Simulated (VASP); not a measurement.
A run of VASP 6.6.1:

The input INCAR:

```
SYSTEM = Co
  PREC = Accurate
  ENCUT = 600
  EDIFF = 1E-7
  ISMEAR = 0
  SIGMA = 0.1
  LREAL = .False.
  LASPH = .True.
  NELM = 150
  ALGO = Normal
  ISIF = 3
  LWAVE = .False.
  LCHARG = .False.
  ISPIN = 2
  MAGMOM = 1.61 1.61
  LORBIT = 11
  LMAXMIX = 4
  GGA = PS
  IBRION = 2
  NSW = 90
  EDIFFG = -0.04
```

KPOINTS

```
Automatic mesh
0
Gamma
  10 10 10
  0 0 0
```

POSCAR

```
Co
1.0
   -1.2029502180      1.2029502180      3.8972337836
    1.2029502180     -1.2029502180      3.8972337836
    1.2029502180      1.2029502180     -3.8972337836
Co
2
Direct
    0.8582932569      0.8582932569      0.0000000000
    0.1417067431      0.1417067431      0.0000000000
```

Potentials or basis: VASP PAW PBE potentials, release 64 (Co).

Run with:

```sh
$ cat potpaw_PBE.64/Co/POTCAR > POTCAR
$ mpirun -np 1 vasp_std > vasp.out
```

Hardware: 1 thread of AMD EPYC 9755 128-Core Processor (shared host).

**Question.** How long does it take, and how much memory?

**Answer.** Run time: 9.5 min on 1 thread of AMD EPYC 9755 128-Core Processor, on a shared host, peak memory 0.25 GiB. Counts: scf iterations 22, k points 102, ion steps 2.
